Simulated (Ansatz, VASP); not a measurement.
Si in VASP and in Ansatz

```
CELL_PARAMETERS angstrom
-1.54118 1.54118 1.54118
1.54118 -1.54118 1.54118
1.54118 1.54118 -1.54118
ATOMIC_POSITIONS crystal
Si 0.00000 0.00000 0.00000
```

Alike in both runs: functional PBE; k mesh 17 × 17 × 17; occupations fermi-dirac, width 0.05 eV; no spin polarisation.

Ansatz relaxed the structure, and its values are those at the end. VASP's run is a single point on that final structure, the one shown.

```csv
,VASP,Ansatz
version,VASP 6.6.1,Ansatz 0.2.0
potentials or method,"VASP PAW PBE potentials, release 64 (Si)","PAW with Ansatz's default frozen-core files, scalar-relativistic"
plane-wave cutoff (eV),520,420
valence electrons in the cell,4,4
```

```tsv
	VASP	Ansatz	Ansatz less VASP
pressure (GPa)	0.0	0.0	+0.02
```
